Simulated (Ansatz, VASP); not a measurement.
**F: VASP beside Ansatz**

The input INCAR:

```
SYSTEM = F
ALGO = Normal
EDIFF = 1E-6
ENCUT = 520
GGA = PS
ISIF = 2
ISMEAR = 0
LASPH = .TRUE.
LCHARG = .FALSE.
LREAL = .FALSE.
LWAVE = .FALSE.
NBANDS = 22
NELM = 80
PREC = Accurate
SIGMA = 0.05
```

KPOINTS

```
k-points
0
G
  6 6 4
  0 0 0
```

The input POSCAR:

```
F
1.0
    3.5932197700     -2.1232795150      0.0000000000
    3.5932197700      2.1232795150      0.0000000000
    0.0000000000      0.0000000000      6.4713618900
F
4
Direct
    0.9125420000      0.0874580000      0.0960130000
    0.5874580000      0.4125420000      0.5960130000
    0.4125420000      0.5874580000      0.4039870000
    0.0874580000      0.9125420000      0.9039870000
```

Input for Ansatz:

```yaml
crystal:
  lattice:
    - [3.59321977, -2.123279515, 0.0]
    - [3.59321977, 2.123279515, 0.0]
    - [0.0, 0.0, 6.47136189]
  atoms:
    - { symbol: F, position: [0.912542, 0.087458, 0.096013] }
    - { symbol: F, position: [0.587458, 0.412542, 0.596013] }
    - { symbol: F, position: [0.412542, 0.587458, 0.403987] }
    - { symbol: F, position: [0.087458, 0.912542, 0.903987] }
basis:
  ecutwfc: 420
kpoints:
  mp_grid: { grid: [6, 6, 4] }
hamiltonian:
  xc: pbesol
scf:
  occupations: { method: gaussian, width: 0.05 }
output:
  forces: true
  stress: true
  eigenvalues: true
```

Change from the starting cell: strain +0.015 along x and y, +0.015 along z, atoms carried along.

Alike in both runs: task single point; functional PBEsol; k mesh 6 × 6 × 4; occupations gaussian, width 0.05 eV; no spin polarisation.

```csv
,VASP,Ansatz
version,VASP 6.6.1,Ansatz 0.2.0
potentials or method,"VASP PAW PBE potentials, release 64 (F), cutoff 520 eV","scalar-relativistic, plane waves, PAW"
valence electrons in the cell,28,28
```

|  | VASP | Ansatz | Ansatz less VASP |
| --- | --- | --- | --- |
| gap on the k mesh at the Fermi level (eV) | 2.80 | 2.86 | +0.063 |
| least direct gap on the mesh (eV) | 2.80 | 2.86 | +0.063 |
| pressure (GPa) | -2.3 | -2.5 | -0.18 |
| traceless stress, the component that is largest in VASP (GPa) | -2.12 | -2.80 | -0.679 |
| rms of the force components (eV/Å) | 0.664 | 0.862 | +0.1978 |

VASP's potentials were made for PBE, not for PBEsol. Atom by atom the forces differ by 0.198 eV/Å (rms over components).
